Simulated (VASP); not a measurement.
Runs of VASP 6.6.1 on Mg. The structure is that of space group I4/mmm (No. 139), or close to it. The cells are those of the table. 

| cell | further INCAR settings | gap on the mesh (eV) | pressure (GPa) |
| --- | --- | --- | --- |
| a = 3.156 Å, angles 101.5, 101.5, 126.9°, 1 atom | ALGO = Fast; EDIFF = 1e-06; NBANDS = 7 | none | 2.8 |
| a = 3.130 Å, angles 117.3, 117.3, 94.8°, 1 atom | ALGO = Fast; EDIFF = 1e-06; NBANDS = 7 | none | (b) |
| a = 3.104 Å, angles 114.7, 114.7, 99.4°, 1 atom | ALGO = Fast; EDIFF = 1e-07; NBANDS = 7 | none | 0.1 |
| a = 3.098 Å, angles 105.4, 105.4, 118.0°, 1 atom | ALGO = Fast; EDIFF = 1e-06; NBANDS = 7 | none | (a) |
| a = 3.120 Å, angles 103.5, 103.5, 122.2°, 1 atom | ALGO = Fast; EDIFF = 1e-07; NBANDS = 7 | none | 1.1 |

Alike in all rows: task single point; level PBEsol; potentials or basis VASP PAW PBE potentials, release 64 (Mg); no spin polarisation; k mesh 26 × 26 × 26; cutoff (eV) 520; smearing gaussian 0.15 eV.

**Question.** Fill in the values left out.

**Answer.** (a) 0.3; (b) 0.2.

Caveats: the PAW data sets were made with another functional, which shifts forces and pressure a little; the stress differs along the axes, from -2 to 12 GPa (at least some runs); the stress differs along the axes, from -1 to 5 GPa (at least some runs).

A gap of «none» marks levels without a gap at the run's occupations.
